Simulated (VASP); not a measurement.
# Sb (Pm-3m) in VASP: settings compared, part 2 of 2

VASP 6.6.1. Earlier steps stand in the parts before.

## Step 5: Single point, PBE

INCAR

```
PREC = Accurate
ENCUT = 520
EDIFF = 1E-7
ISMEAR = -1
SIGMA = 0.05
LREAL = F
LASPH = T
NELM = 60
ALGO = Normal
ISIF = 2
LWAVE = F
LCHARG = T
GGA = PE
LELF = T
LVHAR = T
NBANDS = 8
```

KPOINTS

```
regular mesh
0
Gamma
  20 20 20
```

POSCAR

```
Sb
1.0
    3.1600000000      0.0000000000      0.0000000000
    0.0000000000      3.1600000000      0.0000000000
    0.0000000000      0.0000000000      3.1600000000
Sb
1
Direct
    0.0000000000      0.0000000000      0.0000000000
```

Potentials or basis: VASP PAW PBE potentials, release 64 (Sb).

Launch:

```
$ cat potpaw_PBE.64/Sb/POTCAR > POTCAR
$ mpirun -np 1 vasp_std > vasp.out
```

OUTCAR:

```text
PREC = Accurate
   ENCUT = 520
   EDIFF = 1E-7
   ISMEAR = -1
   LREAL = F
   LASPH = T
   NELM = 60
   ISIF = 2
   GGA = PE

 ion  position               nearest neighbor table
   1  0.000  0.000  0.000-

  LATTYP: Found a simple cubic cell.
 ALAT       =     3.1600000000

  Lattice vectors:

 A1 = (   3.1600000000,   0.0000000000,   0.0000000000)
 A2 = (   0.0000000000,   3.1600000000,   0.0000000000)
 A3 = (   0.0000000000,   0.0000000000,   3.1600000000)

Analysis of symmetry for initial positions (statically):
=====================================================================
 Subroutine PRICEL returns:
 Original cell was already a primitive cell.

 Routine SETGRP: Setting up the symmetry group for a
 simple cubic supercell.

 Subroutine GETGRP returns: Found 48 space group operations
 (whereof 48 operations were pure point group operations)
 out of a pool of 48 trial point group operations.

The static configuration has the point symmetry O_h .

Analysis of symmetry for dynamics (positions and initial velocities):
=====================================================================
 Subroutine PRICEL returns:
 Original cell was already a primitive cell.

 Routine SETGRP: Setting up the symmetry group for a
 simple cubic supercell.

 Subroutine GETGRP returns: Found 48 space group operations
 (whereof 48 operations were pure point group operations)
 out of a pool of 48 trial point group operations.

The dynamic configuration has the point symmetry O_h .

 Subroutine INISYM returns: Found 48 space group operations
 (whereof 48 operations are pure point group operations),
 and found     1 'primitive' translations

----------------------------------------------------------------------------------------

                                     Primitive cell

[... 102 lines left out ...]
   EFERMI =   0.00;   METHOD = LEGACY
   ISMEAR =    -1;   SIGMA  =   0.05  broadening in eV -4-tet -1-fermi 0-gaus
   EFERMI_NEDOS =   21; number of points for ismear=-14 and -15
   IALGO  =     38    algorithm
   IMIX   =      4    mixing-type and parameters
     AMIX     =   0.40;   BMIX     =  1.00
     AMIX_MAG =   1.60;   BMIX_MAG =  1.00
  volume/ion in A,a.u.               =      31.55       212.94
  Fermi-wavevector in a.u.,A,eV,Ry     =   0.885886  1.674081 10.677766  0.784794
  Thomas-Fermi vector in A             =   2.006979
   LORBIT       =      0    0 simple, 1 ext, 2 COOP (PROOUT), +10 PAW based schemes
   GGA     = PE    functional components
   LHFCALC =     F    Hartree Fock is set to
   AEXX    =    0.0000 exact exchange contribution
   IVDW    =     0    specifies the selected vdW correction
   LEPSILON=     F    determine dielectric tensor
   LRPA    =     F    only Hartree local field effects (RPA)
 non-spin polarized calculation
  energy-cutoff  :      520.00
  volume of cell :       31.55
 maximum number of plane-waves:       876
 NGX is ok and might be reduce to    24
   NGX = 11   NGY = 11   NGZ = 11

 number of electron       5.0000001 magnetization

 Free energy of the ion-electron system (eV)
  ---------------------------------------------------
  ext. energy  EPLUGINS =         0.00000000
  ---------------------------------------------------
  free energy    TOTEN  =        -4.08288143 eV

  energy without entropy =       -4.07870534  energy(sigma->0) =       -4.08079338

 E-fermi :   6.4351     XC(G=0):  -9.3855

 val. band max:        6.4314726925   @ k =   0.2000   0.2000   0.0500
 cond. band min:       6.4574548134   @ k =   0.4000   0.2500   0.1000
 fundamental gap:      0.0259821209
 Fermi energy:         6.4351194136

 k-point     1 :       0.0000    0.0000    0.0000
  band No.  band energies     occupation
      1      -5.5220      2.00000
      2       9.5699      0.00000
      3       9.5699      0.00000
      4       9.5699      0.00000
      5      13.3137      0.00000
      6      13.3137      0.00000
      7      14.3734      0.00000
      8      23.7602      0.00000
[... 243 lines left out ...]
 k-point    24 :       0.2000    0.1000    0.0000
  band No.  band energies     occupation
      1      -4.8506      2.00000
      2       5.8580      1.99998
      3       8.5883      0.00000
      4      10.2076      0.00000
      5      14.1666      0.00000
      6      15.7730      0.00000
      7      18.1432      0.00000
      8      19.4588      0.00000

 [... further k-points ...]
[... 5 lines left out ...]
  --------------------------------------------------------------------------------------
  -------------------------------------------------------------------------------------
  Total       -0.4858769     -0.4858769     -0.4858769     -0.0000000      0.0000000     -0.0000000
  in kB      -24.6703680    -24.6703680    -24.6703680     -0.0000000      0.0000000     -0.0000000
  external PRESSURE =     -24.6703680 kB  Pullay stress =       0.0000000 kB

 VOLUME and BASIS-vectors are now :
 -----------------------------------------------------------------------------
  energy-cutoff  :      520.00
  volume of cell :       31.55
      direct lattice vectors                 reciprocal lattice vectors
     3.160000000  0.000000000  0.000000000     0.316455696  0.000000000  0.000000000
     0.000000000  3.160000000  0.000000000     0.000000000  0.316455696  0.000000000
     0.000000000  0.000000000  3.160000000     0.000000000  0.000000000  0.316455696

 POSITION                                       TOTAL-FORCE (eV/Angst)
 -----------------------------------------------------------------------------------
      0.00000      0.00000      0.00000         0.000000      0.000000      0.000000
 -----------------------------------------------------------------------------------
    total drift:                               -0.000000      0.000000      0.000000

  FREE ENERGIE OF THE ION-ELECTRON SYSTEM (eV)
  ---------------------------------------------------
  free  energy   TOTEN  =        -4.0828814256 eV

  energy  without entropy=       -4.0787053416  energy(sigma->0) =       -4.08079338
```

OSZICAR:

```text
N       E                     dE             d eps       ncg     rms          rms(c)
DAV:   1     0.541628539304E+01    0.54163E+01   -0.16635E+03  4616   0.405E+02
DAV:   2    -0.396332184684E+01   -0.93796E+01   -0.89648E+01  6640   0.520E+01
DAV:   3    -0.407754294232E+01   -0.11422E+00   -0.11357E+00  5368   0.658E+00
DAV:   4    -0.407804568868E+01   -0.50275E-03   -0.50272E-03  7048   0.527E-01
DAV:   5    -0.407804750952E+01   -0.18208E-05   -0.18208E-05  5688   0.203E-02    0.175E+00
DAV:   6    -0.408085430891E+01   -0.28068E-02   -0.10977E-03  5904   0.206E-01    0.103E+00
DAV:   7    -0.408282120711E+01   -0.19669E-02   -0.26288E-03  5104   0.314E-01    0.804E-02
DAV:   8    -0.408287737885E+01   -0.56172E-04   -0.92555E-05  6208   0.645E-02    0.736E-03
DAV:   9    -0.408288093472E+01   -0.35559E-05   -0.26658E-06  6072   0.103E-02    0.216E-03
DAV:  10    -0.408288141428E+01   -0.47956E-06   -0.10983E-06  5760   0.555E-03    0.396E-04
DAV:  11    -0.408288142555E+01   -0.11275E-07   -0.11398E-08  4952   0.688E-04
   1 F= -.40828814E+01 E0= -.40807934E+01  d E =-.417608E-02
```

stdout:

```text
POSCAR found type information on POSCAR Sb
 POSCAR found :  1 types and       1 ions
 scaLAPACK will be used
 LDA part: xc-table for (Slater+PW92), standard interpolation
 POSCAR, INCAR and KPOINTS ok, starting setup
 FFT: planning ... GRIDC
 FFT: planning ... GRID_SOFT
 FFT: planning ... GRID
 WAVECAR not read
 entering main loop
```

Wall time 12 s (1 thread of Intel Xeon 6975P-C (Granite Rapids), shared host); peak memory 0.18 GiB.

What came out:

```yaml
Free_energy: -4.0829 eV
Pressure: -2.5 GPa
Band_gap_on_the_k_mesh: zero (an odd number of electrons rules out a gap without spin polarisation)
```

Caveat: spin-orbit coupling is left out, which moves the levels of the heavy elements.

## Step 6: Single point, PBE, non-collinear spin, zero start, spin-orbit coupling

INCAR

```
PREC = Accurate ; ENCUT = 520
EDIFF = 1E-6 ; ISMEAR = -1
SIGMA = 0.05 ; LREAL = F
LASPH = T ; NELM = 150
ALGO = Normal ; ISIF = 2
LWAVE = F ; LCHARG = T
MAGMOM = 0 0 0 ; LORBIT = 11
LSORBIT = T ; GGA_COMPAT = F
LORBMOM = T ; GGA = PE
LVHAR = T ; NBANDS = 16
```

KPOINTS

```
regular mesh
0
Gamma
  13 13 13
```

POSCAR is that of step 5.

Potentials or basis: VASP PAW PBE potentials, release 64 (Sb).

Launch:

```
$ cat potpaw_PBE.64/Sb/POTCAR > POTCAR
$ mpirun -np 1 vasp_ncl > vasp.out
```

It took 18 s on 1 thread of Intel Xeon 6975P-C (Granite Rapids), shared host; peak memory 0.22 GiB.

The run converged. Its results:

* Free energy: -4.1599 eV
* Pressure: -2.4 GPa
* Net moment: 0.00 μB per cell
* Valence electrons inside the program's atomic spheres: Sb 2.35

Moments on the atoms (μB; x, y, z):
```
Sb  0.00 0.00 0.00
```

## Step 7: Overview

| level | potentials or basis | spin | cell | k mesh | gap on the mesh (eV) | pressure (GPa) |
| --- | --- | --- | --- | --- | --- | --- |
| LDA | VASP PAW LDA potentials, release 64 (Sb) | off | a = 3.160 Å, 1 atom | 13 × 13 × 13 | none | -5.8 |
| PBE | VASP PAW PBE potentials, release 64 (Sb) | off | a = 3.160 Å, 1 atom | 13 × 13 × 13 | none | -2.5 |
| LDA | VASP PAW LDA potentials, release 64 (Sb) | off | a = 3.202 Å, 1 atom | 13 × 13 × 13 | none | -7.2 |
| PBE | VASP PAW PBE potentials, release 64 (Sb) | off | a = 3.160 Å, 1 atom | 20 × 20 × 20 | none | -2.5 |
| PBE | VASP PAW PBE potentials, release 64 (Sb) | non-collinear, zero start, SOC | a = 3.160 Å, 1 atom | 13 × 13 × 13 | - | -2.4 |

Alike in all rows: task single point; cutoff (eV) 520; smearing fermi-dirac 0.05 eV.

Caveats: spin-orbit coupling is left out, which moves the levels of the heavy elements (at least some runs); the cell stands under tension (at least some runs).

Absolute energies hang on the potentials; compare differences alone.

The gap in the log of VASP goes by the Fermi energy; the results here count the filled bands.